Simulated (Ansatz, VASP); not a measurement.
# One calculation of Ta3Si2, two programs

```
Ta Si
1.0
     4.02019    0.00000    0.00000
    -2.01010    3.48159    0.00000
     0.00000    0.00000    6.37842
Ta Si
3 2
Direct
  0.00000 0.00000 0.00000
  0.33333 0.66667 0.63511
  0.66667 0.33333 0.36489
  0.33333 0.66667 0.20655
  0.66667 0.33333 0.79345
```

Alike in both runs: functional PBE; k mesh 12 × 12 × 6; occupations gaussian, width 0.1 eV; no spin polarisation.

Ansatz relaxed the structure, and its values are those at the end. VASP's run is a single point on that final structure, the one shown.

```csv
,VASP,Ansatz
version,VASP 6.6.1,Ansatz 0.2.0
potentials or method,"VASP PAW PBE potentials, release 64 (Ta_pv, Si), cutoff 520 eV","scalar-relativistic, plane waves, PAW"
valence electrons in the cell,41,47
```

|  | VASP | Ansatz | Ansatz less VASP |
| --- | --- | --- | --- |
| gap on the k mesh at the Fermi level (eV) | none | none | - |
| pressure (GPa) | 0.1 | 0.0 | -0.09 |
| rms of the force components (eV/Å) | 0.002 | 0.003 | +0.0010 |

A gap of «none» marks a metal or a gap that the smearing closes. VASP's potentials hold 41 valence electrons a cell and Ansatz's 47, so a difference there can come from the potentials and not from the codes.

Neither program's run includes spin-orbit coupling.
